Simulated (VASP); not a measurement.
Write the native input for VASP 6.6.1 that does the following.

```yaml
Task: electric field gradients
Functional: PBE
Potentials_or_basis: VASP PAW PBE potentials, release 64 (Na_pv, F)
Cutoff: 520 eV
k_mesh: 10 × 10 × 10
Occupations: fermi-dirac, width 0.02 eV
Spin: no spin polarisation
Dipole_correction: no
Further_INCAR_settings: ALGO = Normal; EDIFF = 1e-08; NBANDS = 14
```

The structure of NaF lies in POSCAR:

```
NaF
1.0
    0.0000000000      2.3233000000      2.3233000000
    2.3233000000      0.0000000000      2.3233000000
    2.3233000000      2.3233000000      0.0000000000
Na F
1 1
Direct
    0.0000000000      0.0000000000      0.0000000000
    0.5000000000      0.5000000000      0.5000000000
```

The input as run:

INCAR

```
PREC = Accurate
ENCUT = 520
EDIFF = 1E-8
ISMEAR = -1
SIGMA = 0.02
LREAL = F
LASPH = T
NELM = 60
ALGO = Normal
ISIF = 2
LWAVE = F
LCHARG = F
GGA = PE
LEFG = T
NBANDS = 14
```

KPOINTS

```
Automatic mesh
0
Gamma
  10 10 10
```

Potentials or basis: VASP PAW PBE potentials, release 64 (Na_pv, F).

The run is started by

```sh
$ cat potpaw_PBE.64/Na_pv/POTCAR potpaw_PBE.64/F/POTCAR > POTCAR
$ mpirun -np 1 vasp_std > vasp.out
```

Results of the run:

```yaml
Pressure: 1.6 GPa
Band_gap_on_the_k_mesh: 6.26 eV, direct
```

Caveat: without QUAD_EFG the Cq values of the log hold for a quadrupole moment of 1 mb, not for the nuclei.

It took 5.1 s on 1 thread of Intel(R) Xeon(R) 6975P-C (Granite Rapids), with other jobs on the host, peak memory 0.13 GiB.
